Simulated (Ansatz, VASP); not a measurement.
One calculation of Pb, two programs

Contents of INCAR:

```
SYSTEM = Pb
ALGO = Fast
EDIFF = 1E-7
ENCUT = 520
GGA = PE
ISIF = 2
ISMEAR = 0
IVDW = 12
LASPH = .True.
LCHARG = .False.
LREAL = .False.
LWAVE = .False.
NBANDS = 13
NELM = 80
PREC = Accurate
SIGMA = 0.1
```

Contents of KPOINTS:

```
k-points
0
Gamma
  14 14 14
  0 0 0
```

File POSCAR:

```
Pb
1.0
    0.0000000000      2.4028048868      2.4028048868
    2.4028048868      0.0000000000      2.4028048868
    2.4028048868      2.4028048868      0.0000000000
Pb
1
Direct
    0.0000000000      0.0000000000      0.0000000000
```

Input for Ansatz:

```yaml
crystal:
  lattice:
    - [0.0, 2.4028048868, 2.4028048868]
    - [2.4028048868, 0.0, 2.4028048868]
    - [2.4028048868, 2.4028048868, 0.0]
  atoms:
    - { symbol: Pb, position: [0.0, 0.0, 0.0] }
basis:
  ecutwfc: 420
kpoints:
  mp_grid: { grid: [14, 14, 14] }
hamiltonian:
  xc: pbe
  dispersion: d3bj
scf:
  occupations: { method: gaussian, width: 0.1 }
output:
  forces: true
  stress: true
  eigenvalues: true
```

Alike in both runs: task single point; functional PBE; dispersion D3(BJ); k mesh 14 × 14 × 14; occupations gaussian, width 0.1 eV; no spin polarisation.

|  | VASP | Ansatz |
| --- | --- | --- |
| version | VASP 6.6.1 | Ansatz 0.2.0 |
| potentials or method | VASP PAW PBE potentials, release 64 (Pb_d), cutoff 520 eV | scalar-relativistic, plane waves, PAW |
| valence electrons in the cell | 14 | 14 |

VASP gave:

```
gap on the k mesh at the Fermi level (eV) : none
pressure (GPa)                            : 5.3
```

Q: What did Ansatz give for the same quantities?

A: gap on the k mesh at the Fermi level (eV): none; pressure (GPa): 5.4.

A gap of «none» marks a metal or a gap that the smearing closes.

Spin-orbit coupling is off throughout.
